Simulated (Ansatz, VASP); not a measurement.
SnTe in VASP and in Ansatz

```
CELL_PARAMETERS angstrom
5.39676 0.00000 0.00000
-2.69838 4.67373 0.00000
0.00000 0.00000 6.48780
ATOMIC_POSITIONS crystal
Sn 0.33333 0.66667 0.95402
Sn 0.66667 0.33333 0.45402
Te 0.33333 0.66667 0.42098
Te 0.66667 0.33333 0.92098
```

Alike in both runs: task single point; functional PBE; k mesh 6 × 6 × 4; no spin polarisation.

|  | VASP | Ansatz |
| --- | --- | --- |
| version | VASP 6.6.1 | Ansatz 0.2.0 |
| potentials or method | VASP PAW PBE potentials, release 64 (Sn_d, Te) | plane waves, PAW |
| plane-wave cutoff (eV) | 520 | 420 |
| occupations | gaussian, width 0.01 eV | fixed |
| valence electrons in the cell | 40 | 60 |

```csv
,VASP,Ansatz,Ansatz less VASP
gap on the k mesh at the Fermi level (eV),0.63,0.63,+0.002
```

VASP's potentials hold 40 valence electrons a cell and Ansatz's 60, so a difference there can come from the potentials and not from the codes.

Neither program's run includes spin-orbit coupling.
